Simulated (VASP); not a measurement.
**Ge: single point with BLYP**

The system is Ge.

```
CELL_PARAMETERS angstrom
0.00000 2.94692 2.94692
2.94692 0.00000 2.94692
2.94692 2.94692 0.00000
ATOMIC_POSITIONS crystal
Ge 0.50000 0.50000 0.50000
Ge 0.75000 0.75000 0.75000
```

| Item | Value |
| --- | --- |
| Program | VASP 6.6.1 |
| Task | single point |
| Functional | BLYP |
| Potentials or basis | VASP PAW PBE potentials, release 64 (Ge_d) |
| Cutoff | 520 eV |
| k mesh | 9 × 9 × 9 |
| Occupations | fermi-dirac, width 0.05 eV |
| Spin | no spin polarisation |

* Pressure: -0.1 GPa
* Band gap on the k mesh: zero (band 14 reaches 4.28 eV, above the bottom of band 15 at 4.13 eV)

Levels at points of the mesh, in eV from the Fermi level:
| k point | band 11 | band 12 | band 13 | band 14 | band 15 | band 16 | band 17 | band 18 |
| --- | --- | --- | --- | --- | --- | --- | --- | --- |
| (0.00, 0.00, 0.00) | -11.78 | -1.11 | 0.14 | 0.14 | 0.14 | 2.64 | 2.64 | 2.64 |

Wall time 15 s on 1 thread of Intel(R) Xeon(R) 6975P-C (Granite Rapids), on a shared host, peak memory 0.18 GiB.

Caveat: the PAW data sets were made with another functional, which shifts forces and pressure a little.
